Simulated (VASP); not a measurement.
# Pt (Fm-3m) in VASP: notebook, part 2 of 2

VASP 6.6.1. The steps go on from the part before.

## (6) Single point, LDA

This run uses another cell than the first one, of 15.98 Å³/atom, 1.128 times its volume.

The input, INCAR:

```
ALGO = Normal
EDIFF = 1E-6
ENCUT = 520
GGA = CA
ISIF = 2
ISMEAR = 1
LASPH = True
LCHARG = False
LREAL = False
LWAVE = False
NBANDS = 11
NELM = 80
PREC = Accurate
SIGMA = 0.15
```

The input, KPOINTS:

```
k-points
0
Gamma
  13 13 13
```

The input, POSCAR:

```
Pt
1.0
    0.0000000000      1.9993587835      1.9993587835
    1.9993587835      0.0000000000      1.9993587835
    1.9993587835      1.9993587835      0.0000000000
Pt
1
Direct
    0.0000000000      0.0000000000      0.0000000000
```

Potentials or basis: VASP PAW LDA potentials, release 64 (Pt).

Launch:

```
$ cat potpaw_LDA.64/Pt/POTCAR > POTCAR
$ mpirun -np 1 vasp_std > vasp.out
```

OUTCAR:

```text
EDIFF = 1E-6
   ENCUT = 520
   GGA = CA
   ISIF = 2
   ISMEAR = 1
   LASPH = True
   LREAL = False
   NELM = 80
   PREC = Accurate

 ion  position               nearest neighbor table
   1  0.000  0.000  0.000-

  LATTYP: Found a face centered cubic cell.
 ALAT       =     3.9987175670

  Lattice vectors:

 A1 = (   0.0000000000,   1.9993587835,   1.9993587835)
 A2 = (   1.9993587835,   0.0000000000,   1.9993587835)
 A3 = (   1.9993587835,   1.9993587835,   0.0000000000)

Analysis of symmetry for initial positions (statically):
=====================================================================
 Subroutine PRICEL returns:
 Original cell was already a primitive cell.

 Routine SETGRP: Setting up the symmetry group for a
 face centered cubic supercell.

 Subroutine GETGRP returns: Found 48 space group operations
 (whereof 48 operations were pure point group operations)
 out of a pool of 48 trial point group operations.

The static configuration has the point symmetry O_h .

Analysis of symmetry for dynamics (positions and initial velocities):
=====================================================================
 Subroutine PRICEL returns:
 Original cell was already a primitive cell.

 Routine SETGRP: Setting up the symmetry group for a
 face centered cubic supercell.

 Subroutine GETGRP returns: Found 48 space group operations
 (whereof 48 operations were pure point group operations)
 out of a pool of 48 trial point group operations.

The dynamic configuration has the point symmetry O_h .

 Subroutine INISYM returns: Found 48 space group operations
 (whereof 48 operations are pure point group operations),
 and found     1 'primitive' translations

----------------------------------------------------------------------------------------

                                     Primitive cell

  volume of cell :      15.9846

  direct lattice vectors                    reciprocal lattice vectors
[... 106 lines left out ...]
  volume/ion in A,a.u.               =      15.98       107.87
  Fermi-wavevector in a.u.,A,eV,Ry     =   1.400148  2.645897 26.673076  1.960416
  Thomas-Fermi vector in A             =   2.523138
   LORBIT       =      0    0 simple, 1 ext, 2 COOP (PROOUT), +10 PAW based schemes
   GGA     = CA    functional components
   LHFCALC =     F    Hartree Fock is set to
   AEXX    =    0.0000 exact exchange contribution
   IVDW    =     0    specifies the selected vdW correction
   LEPSILON=     F    determine dielectric tensor
   LRPA    =     F    only Hartree local field effects (RPA)
 non-spin polarized calculation
 Methfessel and Paxton  Order N= 1 SIGMA  =   0.15
  energy-cutoff  :      520.00
  volume of cell :       15.98
 maximum number of plane-waves:       444
 NGX is ok and might be reduce to    24
   NGX = 11   NGY = 11   NGZ = 11

 number of electron      10.0000000 magnetization

 Free energy of the ion-electron system (eV)
  ---------------------------------------------------
  ext. energy  EPLUGINS =         0.00000000
  ---------------------------------------------------
  free energy    TOTEN  =        -7.41939248 eV

  energy without entropy =       -7.41568570  energy(sigma->0) =       -7.41815688

 E-fermi :  10.0208     XC(G=0): -13.3536

 val. band max:       10.0164093699   @ k =   0.4615   0.4615   0.0000
 cond. band min:      10.0225797227   @ k =  -0.4615   0.3077   0.0769
 fundamental gap:      0.0061703527
 Fermi energy:        10.0207624255

 k-point     1 :       0.0000    0.0000    0.0000
  band No.  band energies     occupation
      1       0.4302      2.00000
      2       6.5552      2.00000
      3       6.5552      2.00000
      4       6.5552      2.00000
      5       8.5474      2.00000
      6       8.5474      2.00000
      7      24.8113      0.00000
      8      29.4021      0.00000
      9      29.4021      0.00000
     10      29.4021      0.00000
     11      34.6492      0.00000
[... 309 lines left out ...]
 k-point    24 :       0.4615    0.1538    0.0000
  band No.  band energies     occupation
      1       3.8710      2.00000
      2       6.1086      2.00000
      3       6.9150      2.00000
      4       7.1933      2.00000
      5      10.1084      0.17458
      6      11.4447     -0.00000
      7      17.2198      0.00000
      8      25.3640      0.00000
      9      27.0112      0.00000
     10      27.9506      0.00000
     11      36.4208      0.00000

 [... further k-points ...]
[... 5 lines left out ...]
  --------------------------------------------------------------------------------------
  -------------------------------------------------------------------------------------
  Total       -1.9339288     -1.9339288     -1.9339288      0.0000000      0.0000000      0.0000000
  in kB     -193.8424411   -193.8424411   -193.8424411      0.0000000      0.0000000      0.0000000
  external PRESSURE =    -193.8424411 kB  Pullay stress =       0.0000000 kB

 VOLUME and BASIS-vectors are now :
 -----------------------------------------------------------------------------
  energy-cutoff  :      520.00
  volume of cell :       15.98
      direct lattice vectors                 reciprocal lattice vectors
     0.000000000  1.999358783  1.999358783    -0.250080178  0.250080178  0.250080178
     1.999358783  0.000000000  1.999358783     0.250080178 -0.250080178  0.250080178
     1.999358783  1.999358783  0.000000000     0.250080178  0.250080178 -0.250080178

 POSITION                                       TOTAL-FORCE (eV/Angst)
 -----------------------------------------------------------------------------------
      0.00000      0.00000      0.00000        -0.000000      0.000000      0.000000
 -----------------------------------------------------------------------------------
    total drift:                               -0.000000     -0.000000     -0.000000

  FREE ENERGIE OF THE ION-ELECTRON SYSTEM (eV)
  ---------------------------------------------------
  free  energy   TOTEN  =        -7.4193924792 eV

  energy  without entropy=       -7.4156856952  energy(sigma->0) =       -7.41815688
```

Wall time 9 s (1 thread of AMD EPYC 9R45 (Zen 5), shared host); peak memory 0.11 GiB.

What came out:

| Quantity | Value |
| --- | --- |
| Free energy | -7.4194 eV |
| Pressure | -19.4 GPa |
| Band gap on the k mesh | zero (band 5 reaches 10.40 eV, above the bottom of band 6 at 8.45 eV) |

Caveat: spin-orbit coupling is left out, which moves the levels of the heavy elements.

## (7) Summary

```tsv
cell	gap on the mesh (eV)	pressure (GPa)
a = 2.717 Å, angles 60.0°, 1 atom	none	14.6
a = 2.745 Å, angles 60.0°, 1 atom	none	3.5
a = 2.773 Å, angles 60.0°, 1 atom	none	-5.7
a = 2.801 Å, angles 60.0°, 1 atom	none	-13.2
a = 2.828 Å, angles 60.0°, 1 atom	none	-19.4
```

Alike in all rows: task single point; level LDA; potentials or basis VASP PAW LDA potentials, release 64 (Pt); no spin polarisation; k mesh 13 × 13 × 13; cutoff (eV) 520; smearing methfessel-paxton 0.15 eV.

Caveats: spin-orbit coupling is left out, which moves the levels of the heavy elements.

Total energies depend on the potentials used, so only differences within one code and one set of settings carry meaning.
